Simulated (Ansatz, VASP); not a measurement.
## CdS: VASP beside Ansatz

File POSCAR:

```
CdS
1.0
    0.0000000000      2.9165000000      2.9165000000
    2.9165000000      0.0000000000      2.9165000000
    2.9165000000      2.9165000000      0.0000000000
Cd S
1 1
Direct
    0.0000000000      0.0000000000      0.0000000000
    0.2500000000      0.2500000000      0.2500000000
```

The input INCAR.step1:

```
SYSTEM = CdS
PREC = Accurate
ENCUT = 600
ISMEAR = 0
SIGMA = 0.02
LREAL = .FALSE.
LASPH = .TRUE.
NELM = 80
GGA = PE
ALGO = Normal
EDIFF = 1E-4
LWAVE = .TRUE.
LCHARG = .FALSE.
```

The input INCAR.step2:

```
SYSTEM = CdS
PREC = Accurate
ENCUT = 600
EDIFF = 1E-7
ISMEAR = 0
SIGMA = 0.02
LREAL = .FALSE.
LASPH = .TRUE.
NELM = 80
ALGO = Normal
ISIF = 3
LWAVE = .FALSE.
LCHARG = .FALSE.
METAGGA = R2SCAN
LMIXTAU = .TRUE.
IBRION = 2
NSW = 100
EDIFFG = -0.005
ISTART = 1
```

Contents of KPOINTS:

```
regular mesh
0
G
  8 8 8
  0 0 0
```

Input for Ansatz:

```yaml
crystal:
  lattice:
    - [0.0, 2.9165, 2.9165]
    - [2.9165, 0.0, 2.9165]
    - [2.9165, 2.9165, 0.0]
  atoms:
    - { symbol: Cd, position: [0.0, 0.0, 0.0] }
    - { symbol: S, position: [0.25, 0.25, 0.25] }
basis:
  ecutwfc: 500
kpoints:
  mp_grid: { grid: [8, 8, 8] }
hamiltonian:
  xc: r2scan
scf:
  occupations: { method: gaussian, width: 0.02 }
output:
  forces: true
  stress: true
  eigenvalues: true
relax:
  adjacent_minimum: "off"
  f_tol: 0.005
  max_steps: 80
  cell: { stress_tol: 0.05 }
```

Alike in both runs: task relaxation of cell and atoms; functional r2SCAN; k mesh 8 × 8 × 8; occupations gaussian, width 0.02 eV; no spin polarisation.

|  | VASP | Ansatz |
| --- | --- | --- |
| version | VASP 6.6.1 | Ansatz 0.2.0 |
| potentials or method | VASP PAW PBE potentials, release 64 (Cd, S), cutoff 600 eV | scalar-relativistic, plane waves, PAW |
| valence electrons in the cell | 18 | 26 |

VASP gave:

| Property | Result |
| --- | --- |
| gap on the k mesh at the Fermi level, each at its own relaxed structure (eV) | 1.53 |
| relaxed volume (Å³/atom) | 25.49 |
| relaxed length of the cell vector where the two differ most in proportion (Å) | 4.162 |

Which values does Ansatz return?

gap on the k mesh at the Fermi level, each at its own relaxed structure (eV): 1.54; relaxed volume (Å³/atom): 25.39; relaxed length of the cell vector where the two differ most in proportion (Å): 4.157.

VASP's potentials were made for PBE, not for r2SCAN. VASP's potentials hold 18 valence electrons a cell and Ansatz's 26, so a difference there can come from the potentials and not from the codes.
